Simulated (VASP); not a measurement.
A run of VASP 6.6.1 is set up as follows.

File INCAR:

```
SYSTEM = P
ALGO = Normal
EDIFF = 1E-6
ENCUT = 520
GGA = PE
ISIF = 2
ISMEAR = -1
LASPH = .TRUE.
LCHARG = .TRUE.
LELF = .TRUE.
LREAL = .FALSE.
LVHAR = .TRUE.
LWAVE = .FALSE.
NBANDS = 12
NELM = 60
PREC = Accurate
SIGMA = 0.05
```

The input KPOINTS:

```
k-points
0
G
  17 17 10
  0 0 0
```

Contents of POSCAR:

```
P
1.0
    2.3915808243      0.0000000000      0.0000000000
   -1.1957904121      2.0711697490      0.0000000000
    0.0000000000      0.0000000000      3.9871778649
P
2
Direct
    0.3333333333      0.6666666667      0.2500000000
    0.6666666667      0.3333333333      0.7500000000
```

Potentials or basis: VASP PAW PBE potentials, release 64 (P).

Launch:

```bash
$ cat potpaw_PBE.64/P/POTCAR > POTCAR
$ mpirun -np 1 vasp_std > vasp.out
```

Task: Estimate the pressure.

Result: 72.2 GPa.

Task: Estimate the band gap on the k mesh.

Result: Zero (bands 5 and 6 overlap by 16.05 eV).

Caveat: the cell stands under pressure.
